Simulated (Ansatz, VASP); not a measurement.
## Ge: VASP beside Ansatz

The input INCAR:

```
SYSTEM = Ge
PREC     = Accurate       ! precision mode
ENCUT    = 520            ! plane-wave cutoff, eV
EDIFF    = 1E-6           ! SCF threshold, eV
ISMEAR   = -1             ! smearing method
SIGMA    = 0.05           ! smearing width, eV
LREAL    = .FALSE.        ! projectors in reciprocal space
LASPH    = .TRUE.         ! aspherical terms in the spheres
NELM     = 60             ! most SCF steps
ALGO     = Normal         ! electronic algorithm
ISIF     = 2              ! what is computed and relaxed
LWAVE    = .FALSE.        ! write WAVECAR
LCHARG   = .FALSE.        ! write CHGCAR
GGA      = CA             ! functional
NBANDS   = 36             ! bands
```

File KPOINTS:

```
regular mesh
0
G
  8 8 4
  0 0 0
```

Contents of POSCAR:

```
Ge
1.0
    3.9435577898      0.0000000000      0.0000000000
   -1.9717788949      3.4152212273      0.0000000000
    0.0000000000      0.0000000000      6.5101862333
Ge
4
Direct
    0.3333333333      0.6666666667      0.9370987500
    0.6666666667      0.3333333333      0.4370987500
    0.3333333333      0.6666666667      0.5629012500
    0.6666666667      0.3333333333      0.0629012500
```

File input.yaml:

```yaml
crystal:
  lattice:
    - [3.9435577898, 0.0, 0.0]
    - [-1.9717788949, 3.4152212273, 0.0]
    - [0.0, 0.0, 6.5101862333]
  atoms:
    - { symbol: Ge, position: [0.3333333333, 0.6666666667, 0.93709875] }
    - { symbol: Ge, position: [0.6666666667, 0.3333333333, 0.43709875] }
    - { symbol: Ge, position: [0.3333333333, 0.6666666667, 0.56290125] }
    - { symbol: Ge, position: [0.6666666667, 0.3333333333, 0.06290125] }
kpoints:
  mp_grid: { grid: [8, 8, 4] }
scf:
  occupations: { method: fermi_dirac, width: 0.05 }
hamiltonian:
  xc: lda
  pseudopotentials: { kind: all_electron, lapw: { basis_error: 0.002 } }
output:
  forces: true
  stress: true
  eigenvalues: true
```

Change from the starting cell: volume scaled by 0.96.

Alike in both runs: task single point; functional LDA; k mesh 8 × 8 × 4; occupations fermi-dirac, width 0.05 eV; no spin polarisation.

|  | VASP | Ansatz |
| --- | --- | --- |
| version | VASP 6.6.1 | Ansatz 0.2.0 |
| potentials or method | VASP PAW LDA potentials, release 64 (Ge_d), cutoff 520 eV | all-electron LAPW, scalar-relativistic |

Ansatz gave:

```
gap on the k mesh at the Fermi level (eV)                     : none
pressure (GPa)                                                : 0.9
traceless stress, the component that is largest in VASP (GPa) : -0.24
rms of the force components (eV/Å)                            : 0.004
```

**Question.** Estimate VASP's values.

**Answer.** gap on the k mesh at the Fermi level (eV): none; pressure (GPa): 1.0; traceless stress, the component that is largest in VASP (GPa): -0.24; rms of the force components (eV/Å): 0.005.

LDA's correlation is that of Perdew and Zunger in VASP and of Perdew and Wang (1992) in Ansatz. Atom by atom the forces differ by 0.000 eV/Å (rms over components). A gap of «none» marks a metal or a gap that the smearing closes. Ansatz ran all-electron here, and VASP with PAW potentials.
